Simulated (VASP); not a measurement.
Hf: single point with PBEsol

Crystal: Hf.

```xyz
2
Lattice="0.0000 3.0438 3.0438 3.0438 0.0000 3.0438 3.0438 3.0438 0.0000" Properties=species:S:1:pos:R:3 pbc="T T T"
Hf   -0.4414   -1.0806   -1.0806
Hf    0.4414    1.0806    1.0806
```

This cell differs from its parent crystal: shortest bond scaled by 0.58, level accurate.

| Property | Result |
| --- | --- |
| Program | VASP 6.6.1 |
| Task | single point |
| Functional | PBEsol |
| Potentials or basis | VASP PAW PBE potentials, release 64 (Hf_pv) |
| Cutoff | 520 eV |
| k mesh | 9 × 9 × 9 |
| Occupations | fermi-dirac, width 0.05 eV |
| Spin | no spin polarisation |
| Dipole correction | no |
| Further INCAR settings | ALGO = Normal; EDIFF = 1e-06; NBANDS = 17 |

```yaml
Pressure: 153.0 GPa
Largest_force: 113.993 eV/Å
Band_gap_on_the_k_mesh: zero (band 10 reaches 2.17 eV, above the bottom of band 11 at 1.01 eV)
```

Forces in eV/Å, atoms in the order of the input:
```
Hf  -65.814  65.814  65.814
Hf   65.814 -65.814 -65.814
```

Stress tensor (GPa, compression positive):
```
 153.01 -166.21 -166.21
-166.21  153.01  166.21
-166.21  166.21  153.01
```

Levels at points of the mesh, in eV from the Fermi level:
```tsv
k point	band 7	band 8	band 9	band 10	band 11	band 12	band 13	band 14
(0.00, 0.00, 0.00)	-4.39	-0.14	-0.14	-0.11	-0.11	1.88	4.91	5.19
```

Wall time 24 s on 1 thread of Intel(R) Xeon(R) 6975P-C (Granite Rapids), with other jobs on the host, peak memory 0.21 GiB.

Caveat: the cell differs from its parent crystal (shortest bond scaled by 0.58, level accurate); the PAW data sets were made with another functional, which shifts forces and pressure a little; spin-orbit coupling is left out, which moves the levels of the heavy elements.
